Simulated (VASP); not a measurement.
# PdAu3 (Fm-3m) in VASP: a series of runs

PdAu3 is run at these levels: LDA; tasks: single point, relaxation of cell and atoms.

Everything below comes from runs of VASP 6.6.1. Logs are shortened: lines on timing, memory, paths and dates and some standing lists are left out, and cuts for length are marked.

**1. The cell of the first run**

It takes space group Fm-3m (No. 225, cubic). The conventional cell has a = 6.345 Å, b = 6.345 Å, c = 6.345 Å, α = 90.00°, β = 90.00°, γ = 90.00°. Within 3.6 Å of Pd (site symmetry m-3m) lie 14 Au at 2.75 to 3.17 Å. Au (site symmetry m-3m) has 8 Au at 2.75 Å and 6 Pd at 3.17 Å within 3.6 Å. Within 3.6 Å of Au (site symmetry -43m) lie 4 Pd at 2.75 Å and 10 Au at 2.75 to 3.17 Å.

**2. Single point, LDA**

INCAR

```
ALGO = Normal
EDIFF = 1E-6
ENCUT = 500
GGA = CA
GGA_COMPAT = F
ISIF = 2
ISMEAR = 1
LASPH = T
LCHARG = F
LREAL = F
LWAVE = F
NBANDS = 30
NELM = 120
PREC = Accurate
SIGMA = 0.1
```

KPOINTS

```
k-points
0
Gamma
  6 6 6
```

POSCAR

```
PdAu3
1.0
    0.0000000000      3.1722690115      3.1722690115
    3.1722690115      0.0000000000      3.1722690115
    3.1722690115      3.1722690115      0.0000000000
Pd Au
1 3
Direct
    0.0000000000      0.0000000000      0.0000000000
    0.5000000000      0.5000000000      0.5000000000
    0.2500000000      0.2500000000      0.2500000000
    0.7500000000      0.7500000000      0.7500000000
```

Potentials or basis: VASP PAW LDA potentials, release 64 (Pd, Au).

Launch:

```sh
$ cat potpaw_LDA.64/Pd/POTCAR potpaw_LDA.64/Au/POTCAR > POTCAR
$ mpirun -np 1 vasp_std > vasp.out
```

OUTCAR:

```text
EDIFF = 1E-6
   ENCUT = 500
   GGA = CA
   ISIF = 2
   ISMEAR = 1
   LASPH = T
   LREAL = F
   NELM = 120
   PREC = Accurate

 ion  position               nearest neighbor table
   1  0.000  0.000  0.000-   4 2.75   4 2.75   4 2.75   3 2.75   4 2.75   3 2.75   3 2.75   3 2.75
                             2 3.17   2 3.17   2 3.17   2 3.17   2 3.17   2 3.17
   2  0.500  0.500  0.500-   3 2.75   3 2.75   3 2.75   3 2.75   4 2.75   4 2.75   4 2.75   4 2.75
                             1 3.17   1 3.17   1 3.17   1 3.17   1 3.17   1 3.17
   3  0.250  0.250  0.250-   1 2.75   1 2.75   1 2.75   1 2.75   2 2.75   2 2.75   2 2.75   2 2.75
                             4 3.17   4 3.17   4 3.17   4 3.17   4 3.17   4 3.17
   4  0.750  0.750  0.750-   2 2.75   2 2.75   2 2.75   1 2.75   2 2.75   1 2.75   1 2.75   1 2.75
                             3 3.17   3 3.17   3 3.17   3 3.17   3 3.17   3 3.17

  LATTYP: Found a face centered cubic cell.
 ALAT       =     6.3445380230

  Lattice vectors:

 A1 = (   0.0000000000,   3.1722690115,   3.1722690115)
 A2 = (   3.1722690115,   0.0000000000,   3.1722690115)
 A3 = (   3.1722690115,   3.1722690115,   0.0000000000)

Analysis of symmetry for initial positions (statically):
=====================================================================
 Subroutine PRICEL returns:
 Original cell was already a primitive cell.

 Routine SETGRP: Setting up the symmetry group for a
 face centered cubic supercell.

 Subroutine GETGRP returns: Found 48 space group operations
 (whereof 48 operations were pure point group operations)
 out of a pool of 48 trial point group operations.

The static configuration has the point symmetry O_h .

Analysis of symmetry for dynamics (positions and initial velocities):
=====================================================================
 Subroutine PRICEL returns:
 Original cell was already a primitive cell.

 Routine SETGRP: Setting up the symmetry group for a
 face centered cubic supercell.

 Subroutine GETGRP returns: Found 48 space group operations
 (whereof 48 operations were pure point group operations)
 out of a pool of 48 trial point group operations.

The dynamic configuration has the point symmetry O_h .

 Subroutine INISYM returns: Found 48 space group operations
 (whereof 48 operations are pure point group operations),
 and found     1 'primitive' translations

----------------------------------------------------------------------------------------

                                     Primitive cell

  volume of cell :      63.8469

  direct lattice vectors                    reciprocal lattice vectors
     0.000000000  3.172269012  3.172269012    -0.157615889  0.157615889  0.157615889
     3.172269012  0.000000000  3.172269012     0.157615889 -0.157615889  0.157615889
     3.172269012  3.172269012  0.000000000     0.157615889  0.157615889 -0.157615889

  length of vectors
     4.486265860  4.486265860  4.486265860     0.272998728  0.272998728  0.272998728

  position of ions in fractional coordinates (direct lattice)
     0.000000000  0.000000000  0.000000000
     0.500000000  0.500000000  0.500000000
     0.250000000  0.250000000  0.250000000
     0.750000000  0.750000000  0.750000000

  ion indices of the primitive-cell ions
   primitive index   ion index
                 1           1
                 2           2
                 3           3
                 4           4

----------------------------------------------------------------------------------------

 KPOINTS: k-points

Automatic generation of k-mesh.
 Grid dimensions read from file:
 generate k-points for:    6    6    6

 Generating k-lattice:

  Cartesian coordinates                     Fractional coordinates (reciprocal lattice)
    -0.026269315  0.026269315  0.026269315     0.166666667  0.000000000  0.000000000
     0.026269315 -0.026269315  0.026269315     0.000000000  0.166666667  0.000000000
     0.026269315  0.026269315 -0.026269315     0.000000000  0.000000000  0.166666667

  Length of vectors
     0.045499788  0.045499788  0.045499788

  Shift w.r.t. Gamma in fractional coordinates (k-lattice)
     0.000000000  0.000000000  0.000000000

 Subroutine IBZKPT returns following result:
 ===========================================

 Found     16 irreducible k-points:

 Following reciprocal coordinates:
            Coordinates               Weight
  0.000000  0.000000  0.000000      1.000000
  0.166667  0.000000  0.000000      8.000000
  0.333333  0.000000  0.000000      8.000000
  0.500000  0.000000  0.000000      4.000000
  0.166667  0.166667  0.000000      6.000000
  0.333333  0.166667  0.000000     24.000000
[... 8 lines left out ...]
 -0.333333  0.333333  0.166667     24.000000
 -0.333333  0.500000  0.166667     12.000000
   k-points           NKPTS =     16   k-points in BZ     NKDIM =     16   number of bands    NBANDS=     30
   number of dos      NEDOS =    301   number of ions     NIONS =      4
   total plane-waves  NPLWV =  46656
   dimension x,y,z NGX =    36 NGY =   36 NGZ =   36
   dimension x,y,z NGXF=    72 NGYF=   72 NGZF=   72
   ions per type =               1   3
   NGX,Y,Z   is equivalent  to a cutoff of  13.34, 13.34, 13.34 a.u.
   NGXF,Y,Z  is equivalent  to a cutoff of  26.68, 26.68, 26.68 a.u.
 SYSTEM =  unknown system
   PREC   = accura    normal or accurate (medium, high low for compatibility)
   ISTART =      0    job   : 0-new  1-cont  2-samecut
   ICHARG =      2    charge: 1-file 2-atom 10-const
   ISPIN  =      1    spin polarized calculation?
   LNONCOLLINEAR =      F non collinear calculations
   LSORBIT =      F    spin-orbit coupling
   LASPH  =      T    aspherical Exc in radial PAW
   ENCUT  =  500.0 eV  36.75 Ry    6.06 a.u.   8.18  8.18  8.18*2*pi/ulx,y,z
   NELM   =    120;   NELMIN=  2; NELMDL= -5     # of ELM steps
   EDIFF  = 0.1E-05   stopping-criterion for ELM
   LREAL  =      F    real-space projection
   EDIFFG = 0.1E-04   stopping-criterion for IOM
   NSW    =      0    number of steps for IOM
   IBRION =     -1    ionic relax: 0-MD 1-quasi-New 2-CG
   NFREE  =      0    steps in history (QN), initial steepest desc. (CG)
   ISIF   =      2    stress and relaxation
   ISYM   =      2    0-nonsym 1-usesym 2-fastsym
   POTIM  = 0.5000    time-step for ionic-motion
   TEBEG  =    0.0;   TEEND  =   0.0 temperature during run
   PSTRESS=    0.0 pullay stress
   NELECT =      43.0000    total number of electrons
   NUPDOWN=      -1.0000    fix difference up-down
   EMIN   =  10.00;   EMAX   =-10.00  energy-range for DOS
   EFERMI =   0.00;   METHOD = LEGACY
   ISMEAR =     1;   SIGMA  =   0.10  broadening in eV -4-tet -1-fermi 0-gaus
   EFERMI_NEDOS =   21; number of points for ismear=-14 and -15
   IALGO  =     38    algorithm
   IMIX   =      4    mixing-type and parameters
     AMIX     =   0.40;   BMIX     =  1.00
     AMIX_MAG =   1.60;   BMIX_MAG =  1.00
  volume/ion in A,a.u.               =      15.96       107.72
  Fermi-wavevector in a.u.,A,eV,Ry     =   1.434997  2.711751 28.017338  2.059216
  Thomas-Fermi vector in A             =   2.554344
   LORBIT       =      0    0 simple, 1 ext, 2 COOP (PROOUT), +10 PAW based schemes
   GGA     = CA    functional components
   LHFCALC =     F    Hartree Fock is set to
   AEXX    =    0.0000 exact exchange contribution
   IVDW    =     0    specifies the selected vdW correction
   LEPSILON=     F    determine dielectric tensor
   LRPA    =     F    only Hartree local field effects (RPA)
 non-spin polarized calculation
 Methfessel and Paxton  Order N= 1 SIGMA  =   0.10
  energy-cutoff  :      500.00
  volume of cell :       63.85
 maximum number of plane-waves:      1640
 NGX is ok and might be reduce to    36
   NGX = 17   NGY = 17   NGZ = 17

 number of electron      42.9999997 magnetization

 Free energy of the ion-electron system (eV)
  ---------------------------------------------------
  ext. energy  EPLUGINS =         0.00000000
  ---------------------------------------------------
  free energy    TOTEN  =       -19.98529233 eV

  energy without entropy =      -19.98339691  energy(sigma->0) =      -19.98466052

 E-fermi :   9.6376     XC(G=0): -13.2837

 val. band max:        9.6282958899   @ k =  -0.3333   0.5000   0.1667
 cond. band min:       9.6838203697   @ k =   0.5000   0.3333   0.0000
 fundamental gap:      0.0555244797
 Fermi energy:         9.6376433260

 k-point     1 :       0.0000    0.0000    0.0000
  band No.  band energies     occupation
      1       0.1692      2.00000
      2       3.0302      2.00000
      3       3.0302      2.00000
      4       4.4061      2.00000
      5       4.4061      2.00000
      6       4.4061      2.00000
[... 22 lines left out ...]
     29      17.5710      0.00000
     30      18.0912      0.00000

 k-point     2 :       0.1667    0.0000    0.0000
  band No.  band energies     occupation
      1       0.5576      2.00000
      2       3.2342      2.00000
      3       3.2342      2.00000
      4       3.8504      2.00000
      5       4.1919      2.00000
      6       4.1919      2.00000
[... 22 lines left out ...]
     29      16.8961      0.00000
     30      19.5443      0.00000

 k-point     3 :       0.3333    0.0000    0.0000
  band No.  band energies     occupation
      1       1.5986      2.00000
      2       3.6584      2.00000
      3       3.7693      2.00000
      4       3.7693      2.00000
      5       4.0847      2.00000
      6       4.0847      2.00000
[... 22 lines left out ...]
     29      18.9050      0.00000
     30      21.5448      0.00000

 k-point     4 :       0.5000    0.0000    0.0000
  band No.  band energies     occupation
      1       2.6405      2.00000
      2       3.5491      2.00000
      3       3.9687      2.00000
      4       4.0804      2.00000
      5       4.0804      2.00000
      6       4.2457      2.00000
[... 352 lines left out ...]
     29      21.4686      0.00000
     30      21.5255      0.00000

 k-point    15 :      -0.3333    0.3333    0.1667
  band No.  band energies     occupation
      1       2.8174      2.00000
      2       3.0611      2.00000
      3       3.3976      2.00000
      4       3.6045      2.00000
      5       4.1356      2.00000
      6       4.5557      2.00000
[... 22 lines left out ...]
     29      21.8142      0.00000
     30      21.9131      0.00000

 k-point    16 :      -0.3333    0.5000    0.1667
  band No.  band energies     occupation
      1       2.8360      2.00000
      2       2.9292      2.00000
      3       3.2657      2.00000
      4       3.6658      2.00000
      5       4.1124      2.00000
      6       4.2874      2.00000
[... 22 lines left out ...]
     29      23.4738      0.00000
     30      23.5016      0.00000

------------------------ aborting loop because EDIFF is reached ----------------------------------------

  FORCE on cell =-STRESS in cart. coord.  units (eV):
  Direction    XX          YY          ZZ          XY          YZ          ZX
  --------------------------------------------------------------------------------------
  -------------------------------------------------------------------------------------
  Total        0.2160575      0.2160575      0.2160575      0.0000000      0.0000000     -0.0000000
  in kB        5.4217565      5.4217565      5.4217565      0.0000000      0.0000000     -0.0000000
  external PRESSURE =       5.4217565 kB  Pullay stress =       0.0000000 kB

 VOLUME and BASIS-vectors are now :
 -----------------------------------------------------------------------------
  energy-cutoff  :      500.00
  volume of cell :       63.85
      direct lattice vectors                 reciprocal lattice vectors
     0.000000000  3.172269012  3.172269012    -0.157615889  0.157615889  0.157615889
     3.172269012  0.000000000  3.172269012     0.157615889 -0.157615889  0.157615889
     3.172269012  3.172269012  0.000000000     0.157615889  0.157615889 -0.157615889

 POSITION                                       TOTAL-FORCE (eV/Angst)
 -----------------------------------------------------------------------------------
      0.00000      0.00000      0.00000         0.000000      0.000000      0.000000
      3.17227      3.17227      3.17227         0.000000      0.000000      0.000000
      1.58613      1.58613      1.58613         0.000000      0.000000      0.000000
      4.75840      4.75840      4.75840        -0.000000     -0.000000     -0.000000
 -----------------------------------------------------------------------------------
    total drift:                                0.000000      0.000000      0.000000

  FREE ENERGIE OF THE ION-ELECTRON SYSTEM (eV)
  ---------------------------------------------------
  free  energy   TOTEN  =       -19.9852923336 eV

  energy  without entropy=      -19.9833969074  energy(sigma->0) =      -19.98466052
```

Run time: 68 s. Hardware: 1 thread of AMD EPYC 7R43 (Zen 3), shared host; peak memory 0.13 GiB.

What came out:

- Free energy: -19.9853 eV
- Pressure: 0.5 GPa
- Band gap on the k mesh: zero (an odd number of electrons rules out a gap without spin polarisation)

Caveat: spin-orbit coupling is left out, which moves the levels of the heavy elements.

[end of part 1 of 2]
